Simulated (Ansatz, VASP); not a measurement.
## LiF in VASP and in Ansatz

```
Li F
1.0
     0.00000    2.03376    2.03376
     2.03376    0.00000    2.03376
     2.03376    2.03376    0.00000
Li F
1 1
Direct
  0.00000 0.00000 0.00000
  0.50000 0.50000 0.50000
```

Alike in both runs: task relaxation of the atoms; functional r2SCAN; k mesh 12 × 12 × 12; occupations fermi-dirac, width 0.02 eV; no spin polarisation.

|  | VASP | Ansatz |
| --- | --- | --- |
| version | VASP 6.6.1 | Ansatz 0.2.0 |
| potentials or method | VASP PAW PBE potentials, release 64 (Li_sv, F), cutoff 520 eV | PAW plane waves |
| valence electrons in the cell | 10 | 10 |

```tsv
	VASP	Ansatz	Ansatz less VASP
gap on the k mesh at the Fermi level, each at its own relaxed structure (eV)	9.98	9.80	-0.181
```

VASP's potentials were made for PBE, not for r2SCAN. Ansatz's warnings: stress scf threshold loose.

Noted on VASP's run: the cutoff is under 1.25 times that of the potentials, so the pressure is a little rough; the relaxation stopped at its first step, so nothing moved.
